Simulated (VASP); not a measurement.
**Ti7C8N7: single point with PBE**

Ti7C8N7:

```
C Ti N
1.0
     6.07635    0.02525   -0.04981
     0.02525    5.78321   -0.05536
    -0.04981   -0.05536    6.00552
C Ti N
8 7 7
Direct
  0.72269 0.24390 0.67504
  0.45004 0.14849 0.38445
  0.71757 0.62517 0.89576
  0.86862 0.82663 0.92583
  0.21242 0.24473 0.93714
  0.19366 0.43778 0.41316
  0.21981 0.21043 0.33580
  0.83390 0.09708 0.34289
  0.88652 0.51812 0.23729
  0.11476 0.63011 0.76155
  0.47373 0.90582 0.97402
  0.65288 0.79777 0.51851
  0.07179 0.14775 0.63505
  0.53674 0.38311 0.09843
  0.17161 0.85782 0.35584
  0.55990 0.25882 0.53896
  0.32743 0.86372 0.69402
  0.24895 0.62871 0.11222
  0.87201 0.89011 0.14795
  0.69564 0.14017 0.89170
  0.82095 0.58210 0.66269
  0.12573 0.12888 0.12217
```

```json
{"Program": "VASP 6.6.1", "Task": "single point", "Functional": "PBE", "Potentials or basis": "VASP PAW PBE potentials, release 64 (C, Ti_sv, N)", "Cutoff": "520 eV", "k mesh": "1 × 1 × 1, shifted", "Occupations": "fermi-dirac, width 0.3447 eV", "Spin": "no spin polarisation"}
```

```yaml
Pressure: 7.6 GPa
Largest_force: 5.778 eV/Å
Band_gap_on_the_k_mesh: zero (an odd number of electrons rules out a gap without spin polarisation)
```

Forces on the atoms (eV/Å):
```
C    0.264 -1.929  2.847
C    0.491 -2.651 -1.434
C    2.241  0.764 -1.856
C   -0.953  1.048  2.792
C   -0.290 -0.944  1.896
C   -2.252  2.275  1.924
C    1.405  2.212 -1.035
C    1.041 -2.079 -2.232
Ti   1.892 -0.080 -0.318
Ti   1.983 -2.142  1.530
Ti  -0.529 -0.884  0.645
Ti  -1.387  2.876 -1.821
Ti  -1.780  0.675  1.623
Ti  -2.377 -0.132 -0.295
Ti   0.884 -2.867 -1.012
N   -2.282  1.199 -0.063
N   -0.155  0.289 -1.799
N    0.903  1.078 -1.452
N   -1.103 -1.592  4.957
N   -0.334  3.112 -2.837
N   -1.666 -3.560  0.440
N    4.003  3.333 -2.500
```

Stress tensor (GPa, compression positive):
```
12.02  2.77 -1.17
 2.77  7.67  7.46
-1.17  7.46  3.26
```

Levels at points of the mesh, in eV from the Fermi level:
```tsv
k point	band 72	band 73	band 74	band 75	band 76	band 77	band 78	band 79	band 80	band 81
(0.25, 0.25, 0.25)	-0.76	-0.45	-0.35	-0.22	-0.06	0.21	0.39	0.65	0.84	0.98
```

Run time: 86 s on 1 thread of AMD EPYC 7R13 Processor (Zen 3), with other jobs on the host, peak memory 0.29 GiB.

Caveat: the atoms stand as in a frame of molecular dynamics; so wide a smearing shifts energies and pressures.
